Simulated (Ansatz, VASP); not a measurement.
Two plane-wave programs on SrO

```
CELL_PARAMETERS angstrom
0.00000 2.57989 2.57989
2.57989 0.00000 2.57989
2.57989 2.57989 0.00000
ATOMIC_POSITIONS crystal
Sr 0.50000 0.50000 0.50000
O 0.00000 0.00000 0.00000
```

Alike in both runs: task single point; functional HSE06; k mesh 4 × 4 × 4; no spin polarisation.

|  | VASP | Ansatz |
| --- | --- | --- |
| version | VASP 6.6.1 | Ansatz 0.2.0 |
| potentials or method | VASP PAW PBE potentials, release 64 (Sr_sv, O) | plane waves |
| plane-wave cutoff (eV) | 520 | 420 |
| occupations | gaussian, width 0.01 eV | fixed |
| valence electrons in the cell | 16 | 16 |

```csv
,VASP,Ansatz,Ansatz less VASP
gap on the k mesh at the Fermi level (eV),4.74,4.79,+0.050
pressure (GPa),0.2,-0.3,-0.52
```

Ansatz's warnings: stress exchange threshold loose, stress scf threshold loose.

The k mesh is coarse, so the values compare programs but aren't converged.
